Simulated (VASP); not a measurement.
Mg3BeS:

```
Mg Be S
1.0
     4.42333    0.00000    0.00000
     0.00000    4.42333    0.00000
     0.00000    0.00000    4.42333
Mg Be S
3 1 1
Direct
  0.00000 0.50000 0.50000
  0.50000 0.00000 0.50000
  0.50000 0.50000 0.00000
  0.00000 0.00000 0.00000
  0.50000 0.50000 0.50000
```

```yaml
Program: VASP 6.6.1
Task: relaxation of cell and atoms
Functional: PBE
Potentials_or_basis: VASP PAW PBE potentials, release 64 (Mg, Be, S)
Cutoff: 600 eV
k_mesh: 4 × 4 × 4
Occupations: gaussian, width 0.1 eV
Spin: no spin polarisation
```

At the start: pressure 16.8 GPa; volume 17.31 Å³/atom.

Problem. Where does the relaxation end?

Solution. Over 3 steps the energy falls by 193.3 meV/atom and the volume is 21.79 Å³/atom (+25.9 %); space group Pm-3m (No. 221, to 0.05 Å).

The path:
| step | energy change (eV) | largest force (eV/Å) | pressure (GPa) | volume (Å³) |
| --- | --- | --- | --- | --- |
| 1 | 0.0000 | 0.0000 | 16.80 | 86.55 |
| 2 | -0.9604 | 0.0000 | -0.82 | 111.32 |
| 3 | -0.9663 | 0.0000 | 0.06 | 108.94 |

Final structure:
```
Mg Be S
1.0
     4.77597    0.00000    0.00000
     0.00000    4.77597    0.00000
     0.00000    0.00000    4.77597
Mg Be S
3 1 1
Direct
  0.00000 0.50000 0.50000
  0.50000 0.00000 0.50000
  0.50000 0.50000 0.00000
  0.00000 0.00000 0.00000
  0.50000 0.50000 0.50000
```

Caveat: the volume moved by over 15 % at a fixed basis, so the end points are rough.
